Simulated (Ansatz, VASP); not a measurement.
# ZrSbS in VASP and in Ansatz

File INCAR:

```
SYSTEM = ZrSbS
PREC     = Accurate       ! precision mode
ENCUT    = 520            ! plane-wave cutoff, eV
EDIFF    = 1E-6           ! SCF threshold, eV
ISMEAR   = -1             ! smearing method
SIGMA    = 0.1            ! smearing width, eV
LREAL    = .FALSE.        ! projectors in reciprocal space
LASPH    = .TRUE.         ! aspherical terms in the spheres
NELM     = 150            ! most SCF steps
ALGO     = Normal         ! electronic algorithm
ISIF     = 2              ! what is computed and relaxed
LWAVE    = .FALSE.        ! write WAVECAR
LCHARG   = .FALSE.        ! write CHGCAR
LMAXMIX  = 4              ! l up to which the mixer works
LDAU     = .TRUE.         ! DFT+U
LDAUTYPE = 2            
LDAUL    = -1 2 -1        ! shell
LDAUU    = 0 8 0          ! U, eV
LDAUJ    = 0 0 0        
LDAUPRINT= 1            
GGA      = PE             ! functional
NBANDS   = 32             ! bands
```

KPOINTS

```
Automatic mesh
0
G
  5 5 2
  0 0 0
```

File POSCAR:

```
ZrSbS
1.0
    3.8712160000      0.0000000000      0.0000000000
    0.0000000000      3.8712160000      0.0000000000
    0.0000000000      0.0000000000      8.5788720000
Sb Zr S
2 2 2
Direct
    0.0000000000      0.0000000000      0.0000000000
    0.5000000000      0.5000000000      0.0000000000
    0.0000000000      0.5000000000      0.2770000000
    0.5000000000      0.0000000000      0.7230000000
    0.0000000000      0.5000000000      0.6220000000
    0.5000000000      0.0000000000      0.3780000000
```

Input for Ansatz:

```yaml
crystal:
  lattice:
    - [3.871216, 0.0, 0.0]
    - [0.0, 3.871216, 0.0]
    - [0.0, 0.0, 8.578872]
  atoms:
    - { symbol: Sb, position: [0.0, 0.0, 0.0] }
    - { symbol: Sb, position: [0.5, 0.5, 0.0] }
    - { symbol: Zr, position: [0.0, 0.5, 0.277] }
    - { symbol: Zr, position: [0.5, 0.0, 0.723] }
    - { symbol: S, position: [0.0, 0.5, 0.622] }
    - { symbol: S, position: [0.5, 0.0, 0.378] }
  symmetry: { tolerance: 0.0003 }
kpoints:
  mp_grid: { grid: [5, 5, 2], shift: [0, 0, 0] }
magnetization:
  spin_polarized: false
scf:
  occupations: { method: fermi_dirac }
hamiltonian:
  pseudopotentials: { kind: paw }
  xc: pbe
  hubbard: { sites: [{ species: Zr, l: d, u_eff: 8.0 }], double_counting: fll }
basis:
  ecutwfc: 420
output:
  forces: true
  stress: true
  eigenvalues: true
```

Alike in both runs: task single point; functional PBE; k mesh 5 × 5 × 2; no spin polarisation; Hubbard terms Zr d U = 8.0 eV.

|  | VASP | Ansatz |
| --- | --- | --- |
| version | VASP 6.6.1 | Ansatz 0.2.0 |
| potentials or method | VASP PAW PBE potentials, release 64 (Sb, Zr_sv, S), cutoff 520 eV | PAW plane waves |
| occupations | fermi-dirac, width 0.1 eV | fermi-dirac |
| valence electrons in the cell | 46 | 66 |

```csv
,VASP,Ansatz,Ansatz less VASP
gap on the k mesh at the Fermi level (eV),none,none,-
pressure (GPa),8.8,12.6,+3.74
"traceless stress, the component that is largest in VASP (GPa)",-9.01,-5.32,+3.692
rms of the force components (eV/Å),0.395,0.742,+0.3472
```

The programs project onto different local orbitals, so the same U acts differently, and such runs can settle in different states. Atom by atom the forces differ by 0.350 eV/Å (rms over components). A gap of «none» marks a metal or a gap that the smearing closes. VASP's potentials hold 46 valence electrons a cell and Ansatz's 66, so a difference there can come from the potentials and not from the codes. Ansatz's warnings: filled band counts differ across k points.

The k mesh is coarse, so the values compare programs but aren't converged. Neither program's run includes spin-orbit coupling.
